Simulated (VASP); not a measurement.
A run of VASP 6.6.1:

INCAR

```
ALGO = Normal
EDIFF = 1E-7
EDIFFG = -0.03
ENCUT = 600
GGA = PS
GGA_COMPAT = False
IBRION = 2
ISIF = 3
ISMEAR = -1
LASPH = True
LCHARG = False
LREAL = False
LWAVE = False
NELM = 120
NELMIN = 4
NSW = 80
PREC = Accurate
SIGMA = 0.1
```

KPOINTS

```
k-points
0
Gamma
  5 5 5
```

File POSCAR:

```
HfTa3N4
1.0
    4.4036617352      0.0000000000      0.0000000000
    0.0000000000      4.4036617352      0.0000000000
    0.0000000000      0.0000000000      4.4036617352
Hf Ta N
1 3 4
Direct
    0.0000000000      0.0000000000      0.0000000000
    0.0000000000      0.5000000000      0.5000000000
    0.5000000000      0.0000000000      0.5000000000
    0.5000000000      0.5000000000      0.0000000000
    0.5000000000      0.5000000000      0.5000000000
    0.0000000000      0.0000000000      0.5000000000
    0.0000000000      0.5000000000      0.0000000000
    0.5000000000      0.0000000000      0.0000000000
```

Potentials or basis: VASP PAW PBE potentials, release 64 (Hf_pv, Ta_pv, N).

The run is started by

```sh
$ cat potpaw_PBE.64/Hf_pv/POTCAR potpaw_PBE.64/Ta_pv/POTCAR potpaw_PBE.64/N/POTCAR > POTCAR
$ mpirun -np 1 vasp_std > vasp.out
```

Hardware: 1 thread of Intel(R) Xeon(R) 6975P-C (Granite Rapids) (shared host).

Problem. How long does it take, and how much memory?

Solution. Wall time 22 s on 1 thread of Intel(R) Xeon(R) 6975P-C (Granite Rapids) (shared host), peak memory 0.22 GiB. Counts: scf iterations 16, k points 10, ion steps 1.
